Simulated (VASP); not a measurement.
Write the native input for VASP 6.6.1 that does the following.

- Task: single point
- Functional: PBE
- Dispersion: D3(BJ)
- Potentials or basis: VASP PAW PBE potentials, release 64 (Mg, O)
- Cutoff: 600 eV
- k mesh: 10 × 10 × 10
- Occupations: gaussian, width 0.02 eV
- Spin: no spin polarisation
- Dipole correction: no
- Further INCAR settings: ALGO = Normal; EDIFF = 1e-06; NBANDS = 11

The structure of MgO (d3.b) lies in POSCAR:

```
MgO
1.0
    0.0000000000      2.1246614091      2.1246614091
    2.1246614091      0.0000000000      2.1246614091
    2.1246614091      2.1246614091      0.0000000000
Mg O
1 1
Direct
    0.0000000000      0.0000000000      0.0000000000
    0.5000000000      0.5000000000      0.5000000000
```

This cell differs from its parent crystal: volume scaled by 1.03.

One way to write it, as run:

INCAR

```
PREC = Accurate
ENCUT = 600
EDIFF = 1E-6
ISMEAR = 0
SIGMA = 0.02
LREAL = F
LASPH = T
NELM = 120
ALGO = Normal
ISIF = 2
LWAVE = F
LCHARG = F
GGA = PE
IVDW = 12
NBANDS = 11
GGA_COMPAT = F
```

KPOINTS

```
Automatic mesh
0
Gamma
  10 10 10
```

Potentials or basis: VASP PAW PBE potentials, release 64 (Mg, O).

Launch:

```console
$ cat potpaw_PBE.64/Mg/POTCAR potpaw_PBE.64/O/POTCAR > POTCAR
$ mpirun -np 1 vasp_std > vasp.out
```

It gave:

```yaml
Pressure: -5.5 GPa
Band_gap_on_the_k_mesh: 4.47 eV, direct
Dispersion_energy_per_atom: -0.285 eV
```

Run time: 11 s on 1 thread of Intel Xeon 8259CL, with other jobs on the host, peak memory 0.15 GiB.
